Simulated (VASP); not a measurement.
# BaF2 (Fm-3m) in VASP: further runs

The runs below take BaF2 through single point, relaxation of cell and atoms, with PBE.

Everything below comes from runs of VASP 6.6.1. Logs are shortened: lines on timing, memory, paths and dates and some standing lists are left out, and cuts for length are marked.

## Step 1: The cell of the first run

It takes space group Fm-3m (No. 225, cubic). The conventional cell has a = 6.245 Å, b = 6.245 Å, c = 6.245 Å, α = 90.00°, β = 90.00°, γ = 90.00°. Ba (site symmetry m-3m) has 8 F at 2.70 Å within 3.6 Å. Within 3.6 Å of F (site symmetry -43m) lie 4 Ba at 2.70 Å and 6 F at 3.12 Å.

## Step 2: Single point, PBE

File INCAR:

```
SYSTEM = BaF2
PREC = Accurate
ENCUT = 600
EDIFF = 1E-6
ISMEAR = -1
SIGMA = 0.02
LREAL = .FALSE.
LASPH = .TRUE.
NELM = 120
ALGO = Normal
ISIF = 2
LWAVE = .FALSE.
LCHARG = .TRUE.
GGA = PE
LELF = .TRUE.
LVHAR = .TRUE.
NBANDS = 19
GGA_COMPAT = .FALSE.
```

File KPOINTS:

```
regular mesh
0
G
  6 6 6
  0 0 0
```

File POSCAR:

```
BaF2
1.0
    0.0000000000      3.1224950771      3.1224950771
    3.1224950771      0.0000000000      3.1224950771
    3.1224950771      3.1224950771      0.0000000000
Ba F
1 2
Direct
    0.0000000000      0.0000000000      0.0000000000
    0.2500000000      0.2500000000      0.2500000000
    0.7500000000      0.7500000000      0.7500000000
```

Potentials or basis: VASP PAW PBE potentials, release 64 (Ba_sv, F).

Command:

```
cat potpaw_PBE.64/Ba_sv/POTCAR potpaw_PBE.64/F/POTCAR > POTCAR
mpirun -np 1 vasp_std > vasp.out
```

OUTCAR:

```text
SYSTEM = BaF2
   PREC = Accurate
   ENCUT = 600
   EDIFF = 1E-6
   ISMEAR = -1
   LREAL = .FALSE.
   LASPH = .TRUE.
   NELM = 120
   ISIF = 2
   GGA = PE

 ion  position               nearest neighbor table
   1  0.000  0.000  0.000-   3 2.70   3 2.70   3 2.70   2 2.70   3 2.70   2 2.70   2 2.70   2 2.70

   2  0.250  0.250  0.250-   1 2.70   1 2.70   1 2.70   1 2.70
   3  0.750  0.750  0.750-   1 2.70   1 2.70   1 2.70   1 2.70

  LATTYP: Found a face centered cubic cell.
 ALAT       =     6.2449901542

  Lattice vectors:

 A1 = (   0.0000000000,   3.1224950771,   3.1224950771)
 A2 = (   3.1224950771,   0.0000000000,   3.1224950771)
 A3 = (   3.1224950771,   3.1224950771,   0.0000000000)

Analysis of symmetry for initial positions (statically):
=====================================================================
 Subroutine PRICEL returns:
 Original cell was already a primitive cell.

 Routine SETGRP: Setting up the symmetry group for a
 face centered cubic supercell.

 Subroutine GETGRP returns: Found 48 space group operations
 (whereof 48 operations were pure point group operations)
 out of a pool of 48 trial point group operations.

The static configuration has the point symmetry O_h .

Analysis of symmetry for dynamics (positions and initial velocities):
=====================================================================
 Subroutine PRICEL returns:
 Original cell was already a primitive cell.

 Routine SETGRP: Setting up the symmetry group for a
 face centered cubic supercell.

 Subroutine GETGRP returns: Found 48 space group operations
 (whereof 48 operations were pure point group operations)
 out of a pool of 48 trial point group operations.

The dynamic configuration has the point symmetry O_h .

 Subroutine INISYM returns: Found 48 space group operations
 (whereof 48 operations are pure point group operations),
 and found     1 'primitive' translations

----------------------------------------------------------------------------------------

                                     Primitive cell

  volume of cell :      60.8885

  direct lattice vectors                    reciprocal lattice vectors
     0.000000000  3.122495077  3.122495077    -0.160128355  0.160128355  0.160128355
     3.122495077  0.000000000  3.122495077     0.160128355 -0.160128355  0.160128355
     3.122495077  3.122495077  0.000000000     0.160128355  0.160128355 -0.160128355

  length of vectors
     4.415874886  4.415874886  4.415874886     0.277350446  0.277350446  0.277350446

  position of ions in fractional coordinates (direct lattice)
     0.000000000  0.000000000  0.000000000
     0.250000000  0.250000000  0.250000000
     0.750000000  0.750000000  0.750000000

  ion indices of the primitive-cell ions
   primitive index   ion index
                 1           1
                 2           2
                 3           3

----------------------------------------------------------------------------------------

 KPOINTS: regular mesh

Automatic generation of k-mesh.
 Grid dimensions read from file:
 generate k-points for:    6    6    6

 Generating k-lattice:

  Cartesian coordinates                     Fractional coordinates (reciprocal lattice)
    -0.026688059  0.026688059  0.026688059     0.166666667  0.000000000  0.000000000
     0.026688059 -0.026688059  0.026688059     0.000000000  0.166666667  0.000000000
     0.026688059  0.026688059 -0.026688059     0.000000000  0.000000000  0.166666667

  Length of vectors
     0.046225074  0.046225074  0.046225074

  Shift w.r.t. Gamma in fractional coordinates (k-lattice)
     0.000000000  0.000000000  0.000000000

 Subroutine IBZKPT returns following result:
 ===========================================

 Found     16 irreducible k-points:

 Following reciprocal coordinates:
            Coordinates               Weight
  0.000000  0.000000  0.000000      1.000000
  0.166667  0.000000  0.000000      8.000000
  0.333333  0.000000  0.000000      8.000000
  0.500000  0.000000  0.000000      4.000000
  0.166667  0.166667  0.000000      6.000000
  0.333333  0.166667  0.000000     24.000000
[... 8 lines left out ...]
 -0.333333  0.333333  0.166667     24.000000
 -0.333333  0.500000  0.166667     12.000000
   k-points           NKPTS =     16   k-points in BZ     NKDIM =     16   number of bands    NBANDS=     19
   number of dos      NEDOS =    301   number of ions     NIONS =      3
   total plane-waves  NPLWV =  46656
   dimension x,y,z NGX =    36 NGY =   36 NGZ =   36
   dimension x,y,z NGXF=    72 NGYF=   72 NGZF=   72
   ions per type =               1   2
   NGX,Y,Z   is equivalent  to a cutoff of  13.55, 13.55, 13.55 a.u.
   NGXF,Y,Z  is equivalent  to a cutoff of  27.11, 27.11, 27.11 a.u.
 SYSTEM =  BaF2
   PREC   = accura    normal or accurate (medium, high low for compatibility)
   ISTART =      0    job   : 0-new  1-cont  2-samecut
   ICHARG =      2    charge: 1-file 2-atom 10-const
   ISPIN  =      1    spin polarized calculation?
   LNONCOLLINEAR =      F non collinear calculations
   LSORBIT =      F    spin-orbit coupling
   LASPH  =      T    aspherical Exc in radial PAW
   ENCUT  =  600.0 eV  44.10 Ry    6.64 a.u.   8.82  8.82  8.82*2*pi/ulx,y,z
   NELM   =    120;   NELMIN=  2; NELMDL= -5     # of ELM steps
   EDIFF  = 0.1E-05   stopping-criterion for ELM
   LREAL  =      F    real-space projection
   EDIFFG = 0.1E-04   stopping-criterion for IOM
   NSW    =      0    number of steps for IOM
   IBRION =     -1    ionic relax: 0-MD 1-quasi-New 2-CG
   NFREE  =      0    steps in history (QN), initial steepest desc. (CG)
   ISIF   =      2    stress and relaxation
   ISYM   =      2    0-nonsym 1-usesym 2-fastsym
   POTIM  = 0.5000    time-step for ionic-motion
   TEBEG  =    0.0;   TEEND  =   0.0 temperature during run
   PSTRESS=    0.0 pullay stress
   NELECT =      24.0000    total number of electrons
   NUPDOWN=      -1.0000    fix difference up-down
   EMIN   =  10.00;   EMAX   =-10.00  energy-range for DOS
   EFERMI =   0.00;   METHOD = LEGACY
   ISMEAR =    -1;   SIGMA  =   0.02  broadening in eV -4-tet -1-fermi 0-gaus
   EFERMI_NEDOS =   21; number of points for ismear=-14 and -15
   IALGO  =     38    algorithm
   IMIX   =      4    mixing-type and parameters
     AMIX     =   0.40;   BMIX     =  1.00
     AMIX_MAG =   1.60;   BMIX_MAG =  1.00
  volume/ion in A,a.u.               =      20.30       136.97
  Fermi-wavevector in a.u.,A,eV,Ry     =   1.200329  2.268292 19.603121  1.440789
  Thomas-Fermi vector in A             =   2.336167
   LORBIT       =      0    0 simple, 1 ext, 2 COOP (PROOUT), +10 PAW based schemes
   GGA     = PE    functional components
   LHFCALC =     F    Hartree Fock is set to
   AEXX    =    0.0000 exact exchange contribution
   IVDW    =     0    specifies the selected vdW correction
   LEPSILON=     F    determine dielectric tensor
   LRPA    =     F    only Hartree local field effects (RPA)
 non-spin polarized calculation
  energy-cutoff  :      600.00
  volume of cell :       60.89
 maximum number of plane-waves:      2085
   NGX = 17   NGY = 17   NGZ = 17

 number of electron      24.0000013 magnetization

 Free energy of the ion-electron system (eV)
  ---------------------------------------------------
  ext. energy  EPLUGINS =         0.00000000
  ---------------------------------------------------
  free energy    TOTEN  =       -17.12799496 eV

  energy without entropy =      -17.12799496  energy(sigma->0) =      -17.12799496

 E-fermi :  -1.6866     XC(G=0):  -8.6020

 val. band max:       -2.1684332852   @ k =  -0.1667   0.1667   0.0000
 cond. band min:       4.5106586621   @ k =   0.0000   0.0000   0.0000
 fundamental gap:      6.6790919473
 Fermi energy:        -1.6866103635

 k-point     1 :       0.0000    0.0000    0.0000
  band No.  band energies     occupation
      1     -25.3164      2.00000
      2     -21.0584      2.00000
      3     -21.0368      2.00000
      4     -10.1832      2.00000
      5     -10.1832      2.00000
      6     -10.1832      2.00000
[... 11 lines left out ...]
     18       9.0548      0.00000
     19      13.1412      0.00000

 k-point     2 :       0.1667    0.0000    0.0000
  band No.  band energies     occupation
      1     -25.2720      2.00000
      2     -21.0973      2.00000
      3     -21.0773      2.00000
      4     -10.2264      2.00000
      5     -10.2206      2.00000
      6     -10.2206      2.00000
[... 11 lines left out ...]
     18       9.0822      0.00000
     19      12.1052      0.00000

 k-point     3 :       0.3333    0.0000    0.0000
  band No.  band energies     occupation
      1     -25.1789      2.00000
      2     -21.2203      2.00000
      3     -21.1182      2.00000
      4     -10.3011      2.00000
      5     -10.2928      2.00000
      6     -10.2928      2.00000
[... 11 lines left out ...]
     18       9.1775      0.00000
     19      11.1655      0.00000

 k-point     4 :       0.5000    0.0000    0.0000
  band No.  band energies     occupation
      1     -25.1300      2.00000
      2     -21.2852      2.00000
      3     -21.1378      2.00000
      4     -10.3334      2.00000
      5     -10.3277      2.00000
      6     -10.3277      2.00000
[... 11 lines left out ...]
     18       9.2531      0.00000
     19      11.4999      0.00000

 k-point     5 :       0.1667    0.1667    0.0000
  band No.  band energies     occupation
      1     -25.2570      2.00000
      2     -21.1131      2.00000
      3     -21.0879      2.00000
      4     -10.2776      2.00000
      5     -10.2776      2.00000
      6     -10.1510      2.00000
[... 11 lines left out ...]
     18       9.1583      0.00000
     19      13.1751      0.00000
[... 158 lines left out ...]
      2     -21.3555      2.00000
      3     -21.1748      2.00000
      4     -10.5403      2.00000
      5     -10.5403      2.00000
      6     -10.0408      2.00000
[... 11 lines left out ...]
     18      10.5328      0.00000
     19      12.4667      0.00000

 k-point    14 :       0.5000    0.3333    0.1667
  band No.  band energies     occupation
      1     -25.1148      2.00000
      2     -21.2600      2.00000
      3     -21.1884      2.00000
      4     -10.4541      2.00000
      5     -10.3782      2.00000
      6     -10.1976      2.00000
[... 11 lines left out ...]
     18      10.0698      0.00000
     19      12.1172      0.00000

 k-point    15 :      -0.3333    0.3333    0.1667
  band No.  band energies     occupation
      1     -25.0815      2.00000
      2     -21.2713      2.00000
      3     -21.2342      2.00000
      4     -10.5003      2.00000
      5     -10.2998      2.00000
      6     -10.2991      2.00000
[... 11 lines left out ...]
     18      11.0563      0.00000
     19      11.6344      0.00000

 k-point    16 :      -0.3333    0.5000    0.1667
  band No.  band energies     occupation
      1     -25.0649      2.00000
      2     -21.3114      2.00000
      3     -21.2211      2.00000
      4     -10.5511      2.00000
      5     -10.4144      2.00000
      6     -10.1646      2.00000
[... 11 lines left out ...]
     18      12.0638      0.00000
     19      12.2913      0.00000

------------------------ aborting loop because EDIFF is reached ----------------------------------------

  FORCE on cell =-STRESS in cart. coord.  units (eV):
  Direction    XX          YY          ZZ          XY          YZ          ZX
  --------------------------------------------------------------------------------------
  -------------------------------------------------------------------------------------
  Total        0.3574683      0.3574683      0.3574683      0.0000000      0.0000000      0.0000000
  in kB        9.4061709      9.4061709      9.4061709      0.0000000      0.0000000      0.0000000
  external PRESSURE =       9.4061709 kB  Pullay stress =       0.0000000 kB

 VOLUME and BASIS-vectors are now :
 -----------------------------------------------------------------------------
  energy-cutoff  :      600.00
  volume of cell :       60.89
      direct lattice vectors                 reciprocal lattice vectors
     0.000000000  3.122495077  3.122495077    -0.160128355  0.160128355  0.160128355
     3.122495077  0.000000000  3.122495077     0.160128355 -0.160128355  0.160128355
     3.122495077  3.122495077  0.000000000     0.160128355  0.160128355 -0.160128355

 POSITION                                       TOTAL-FORCE (eV/Angst)
 -----------------------------------------------------------------------------------
      0.00000      0.00000      0.00000        -0.000000     -0.000000     -0.000000
      1.56125      1.56125      1.56125        -0.000000      0.000000      0.000000
      4.68374      4.68374      4.68374         0.000000     -0.000000     -0.000000
 -----------------------------------------------------------------------------------
    total drift:                                0.000000      0.000000      0.000000

  FREE ENERGIE OF THE ION-ELECTRON SYSTEM (eV)
  ---------------------------------------------------
  free  energy   TOTEN  =       -17.1279949585 eV

  energy  without entropy=      -17.1279949585  energy(sigma->0) =      -17.12799496
```

It took 27 s on 1 thread of Intel Xeon 8259CL, shared host; peak memory 0.21 GiB.

Results:

```yaml
Free_energy: -17.1280 eV
Pressure: 0.9 GPa
Band_gap_on_the_k_mesh: 6.68 eV (least direct gap 6.74 eV)
```

Levels at points of the mesh, in eV from the valence-band top:
```csv
k point,band 9,band 10,band 11,band 12,band 13,band 14,band 15,band 16
"(0.00, 0.00, 0.00)",-1.42,-0.06,-0.06,-0.06,6.68,9.11,9.11,11.22
"(0.50, 0.00, 0.00)",-0.63,-0.34,-0.16,-0.16,8.98,9.10,9.10,9.71
"(0.50, 0.50, 0.00)",-0.33,-0.32,-0.32,-0.10,7.21,8.90,10.54,11.78
```

Caveat: spin-orbit coupling is left out, which moves the levels of the heavy elements. A k mesh can miss the band edges.

[end of part 1 of 2]
